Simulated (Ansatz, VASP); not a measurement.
## BaTe: VASP beside Ansatz

Contents of POSCAR:

```
BaTe
1.0
    0.0000000000      3.3403886307      3.3403886307
    3.3403886307      0.0000000000      3.3403886307
    3.3403886307      3.3403886307      0.0000000000
Ba Te
1 1
Direct
    0.0000000000      0.0000000000      0.0000000000
    0.5000000000      0.5000000000      0.5000000000
```

Contents of INCAR.step1:

```
SYSTEM = BaTe
  ALGO = Normal
  EDIFF = 1E-5
  ENCUT = 520
  GGA = PE
  ISIF = 2
  ISMEAR = -1
  LASPH = .TRUE.
  LCHARG = .FALSE.
  LREAL = .FALSE.
  LWAVE = .TRUE.
  NBANDS = 15
  NELM = 60
  PREC = Accurate
  SIGMA = 0.05
```

File INCAR.step2:

```
SYSTEM = BaTe
  AEXX = 0.25
  ALGO = Normal
  EDIFF = 1E-6
  ENCUT = 520
  GGA = PE
  ISIF = 2
  ISMEAR = -1
  ISTART = 1
  LASPH = .TRUE.
  LCHARG = .FALSE.
  LHFCALC = .TRUE.
  LREAL = .FALSE.
  LWAVE = .FALSE.
  NBANDS = 15
  NELM = 60
  PREC = Accurate
  PRECFOCK = Normal
  SIGMA = 0.05
```

KPOINTS

```
k-points
0
G
  4 4 4
  0 0 0
```

input

```
crystal:
  lattice:
    - [0.0, 3.3403886307, 3.3403886307]
    - [3.3403886307, 0.0, 3.3403886307]
    - [3.3403886307, 3.3403886307, 0.0]
  atoms:
    - { symbol: Ba, position: [0.0, 0.0, 0.0] }
    - { symbol: Te, position: [0.5, 0.5, 0.5] }
hamiltonian:
  xc: pbe0
  pseudopotentials: { kind: paw }
kpoints:
  mp_grid: { grid: [4, 4, 4] }
scf:
  occupations: { method: fermi_dirac, width: 0.05 }
output:
  forces: true
  stress: true
  eigenvalues: true
```

Alike in both runs: task single point; functional PBE0; k mesh 4 × 4 × 4; occupations fermi-dirac, width 0.05 eV; no spin polarisation.

|  | VASP | Ansatz |
| --- | --- | --- |
| version | VASP 6.6.1 | Ansatz 0.2.0 |
| potentials or method | VASP PAW PBE potentials, release 64 (Ba_sv, Te) | Ansatz PAW |
| plane-wave cutoff (eV) | 520 | 420 |
| valence electrons in the cell | 16 | 26 |

Ansatz gave:

| Property | Result |
| --- | --- |
| gap on the k mesh at the Fermi level (eV) | 2.58 |
| least direct gap on the mesh (eV) | 2.97 |
| pressure (GPa) | 6.9 |

Estimate VASP's values.

gap on the k mesh at the Fermi level (eV): 2.53; least direct gap on the mesh (eV): 2.96; pressure (GPa): 7.2.

With one functional, cell and mesh, what is left measures potentials, basis and numerics. VASP's potentials hold 16 valence electrons a cell and Ansatz's 26, so a difference there can come from the potentials and not from the codes.

Neither program's run includes spin-orbit coupling.
